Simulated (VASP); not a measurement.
Runs of VASP 6.6.1 on SnO2. The structure is that of space group Pnnm (No. 58), or close to it. The cells are those of the table. 

```tsv
cell	gap on the mesh (eV)	pressure (GPa)	largest force (eV/Å)
a = 5.080, b = 4.575, c = 3.238 Å, 6 atoms	0.63	0.7	0.08
a = 4.971, b = 4.684, c = 3.238 Å, 6 atoms	0.66	0.6	0.04
a = 4.609, b = 5.046, c = 3.238 Å, 6 atoms	0.64	0.6	0.07
a = 5.116, b = 4.539, c = 3.238 Å, 6 atoms	0.61	0.7	0.10
a = 4.537, b = 5.118, c = 3.238 Å, 6 atoms	(a)	0.7	0.10
a = 4.682, b = 4.973, c = 3.238 Å, 6 atoms	0.66	0.6	0.04
a = 5.044, b = 4.611, c = 3.238 Å, 6 atoms	0.64	0.6	0.07
```

Alike in all rows: task single point; level PBE; potentials or basis VASP PAW PBE potentials, release 64 (Sn_d, O); no spin polarisation; k mesh 6 × 6 × 8; cutoff (eV) 520; smearing gaussian 0.05 eV.

**Question.** Fill in the values left out.

**Answer.** (a) 0.62.

Caveats: spin-orbit coupling is left out, which moves the levels of the heavy elements.

A k mesh can miss the band edges, and the runs leave out spin-orbit coupling on Sn.
